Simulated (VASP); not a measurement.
Input of a VASP 6.6.1 run:

INCAR

```
SYSTEM = Si
  PREC = Accurate
  ENCUT = 500
  EDIFF = 1E-6
  ISMEAR = 0
  SIGMA = 0.05
  LREAL = .False.
  LASPH = .True.
  NELM = 120
  ALGO = Normal
  ISIF = 2
  LWAVE = .False.
  LCHARG = .True.
  GGA = PE
  LELF = .True.
  LVHAR = .True.
  NBANDS = 16
  GGA_COMPAT = .False.
```

The input KPOINTS:

```
regular mesh
0
Gamma
  12 12 6
  0 0 0
```

Contents of POSCAR:

```
Si
1.0
    3.8512806395      0.0000000000      0.0000000000
   -1.9256403198      3.3353068709      0.0000000000
    0.0000000000      0.0000000000      6.1104217938
Si
4
Direct
    0.3333333333      0.6666666667      0.0629309399
    0.6666666667      0.3333333333      0.5629309399
    0.3333333333      0.6666666667      0.4370690601
    0.6666666667      0.3333333333      0.9370690601
```

Potentials or basis: VASP PAW PBE potentials, release 64 (Si).

Command:

```bash
$ cat potpaw_PBE.64/Si/POTCAR > POTCAR
$ mpirun -np 1 vasp_std > vasp.out
```

**Question.** Predict the largest force.

**Answer.** 0.535 eV/Å.

**Question.** Estimate the pressure.

**Answer.** 4.2 GPa.

Stress tensor (GPa, compression positive):
```
 0.68  0.00  0.00
 0.00  0.68  0.00
 0.00  0.00 11.15
```

Caveat: the cell differs from its parent crystal (strain +0.000 along x and y, -0.040 along z); the cell stands under pressure.
